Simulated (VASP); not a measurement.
Set up this calculation in VASP 6.6.1, as the native input.

```
Task                   : single point
Functional             : LDA
Potentials or basis    : VASP PAW LDA potentials, release 64 (Sn_d, O)
Cutoff                 : 520 eV
k mesh                 : 6 × 6 × 8
Occupations            : gaussian, width 0.02 eV
Spin                   : no spin polarisation
Dipole correction      : no
Further INCAR settings : ALGO = Normal; EDIFF = 1e-06; NBANDS = 35
```

The structure of SnO2 lies in POSCAR:

```
SnO2
1.0
    4.6556671501      0.0000000000      0.0000000000
    0.0000000000      4.6557599307      0.0000000000
    0.0000000000      0.0000000000      3.3176201792
Sn O
2 4
Direct
    0.5000000000      0.5000000000      0.5000000000
    0.0000000000      0.0000000000      0.0000000000
    0.3074599202      0.3074471771      0.0000000000
    0.8074599202      0.1925528229      0.5000000000
    0.1925400798      0.8074471771      0.5000000000
    0.6925400798      0.6925528229      0.0000000000
```

This cell differs from its parent crystal: uniaxial strain along c: +4.0 %, then relaxed in part.

The input as run:

INCAR

```
ALGO = Normal
EDIFF = 1E-6
ENCUT = 520
ISIF = 2
ISMEAR = 0
LASPH = T
LCHARG = T
LELF = T
LREAL = F
LVHAR = T
LWAVE = F
NBANDS = 35
NELM = 100
PREC = Accurate
SIGMA = 0.02
```

KPOINTS

```
k-points
0
Gamma
  6 6 8
```

Potentials or basis: VASP PAW LDA potentials, release 64 (Sn_d, O).

The run is started by

```bash
$ cat potpaw_LDA.64/Sn_d/POTCAR potpaw_LDA.64/O/POTCAR > POTCAR
$ mpirun -np 1 vasp_std > vasp.out
```

It gave:

| Item | Value |
| --- | --- |
| Pressure | -2.8 GPa |
| Band gap on the k mesh | 0.94 eV, direct |

Caveat: the cell differs from its parent crystal (uniaxial strain along c: +4.0 %, then relaxed in part); spin-orbit coupling is left out, which moves the levels of the heavy elements.

It used 260 s of CPU time on 1 thread of AMD EPYC 7R13 Processor (Zen 3), on a shared host.
